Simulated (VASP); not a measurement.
TiC:

```
CELL_PARAMETERS angstrom
0.00000 2.16400 2.16400
2.16400 0.00000 2.16400
2.16400 2.16400 0.00000
ATOMIC_POSITIONS crystal
Ti 0.00000 0.00000 0.00000
C 0.50000 0.50000 0.50000
```

| Quantity | Value |
| --- | --- |
| Program | VASP 6.6.1 |
| Task | relaxation of cell and atoms |
| Functional | LDA |
| Potentials or basis | VASP PAW LDA potentials, release 64 (Ti_sv, C) |
| Cutoff | 600 eV |
| k mesh | 8 × 8 × 8 |
| Occupations | gaussian, width 0.1 eV |
| Spin | no spin polarisation |

At the start: pressure -11.5 GPa; volume 10.13 Å³/atom.

Task: Where does the relaxation end?

Result: Over 3 steps the energy falls by 16.5 meV/atom and the volume is 9.70 Å³/atom (-4.3 %); space group Fm-3m (No. 225, to 0.05 Å).

Step by step:
```csv
step,energy change (eV),largest force (eV/Å),pressure (GPa),volume (Å³)
1,0.0000,0.0000,-11.48,20.27
2,0.0348,0.0000,19.64,18.21
3,-0.0331,0.0000,-0.18,19.39
```

Final structure:
```
Ti C
1.0
     0.00000    2.13236    2.13236
     2.13236    0.00000    2.13236
     2.13236    2.13236    0.00000
Ti C
1 1
Direct
  0.00000 0.00000 0.00000
  0.50000 0.50000 0.50000
```
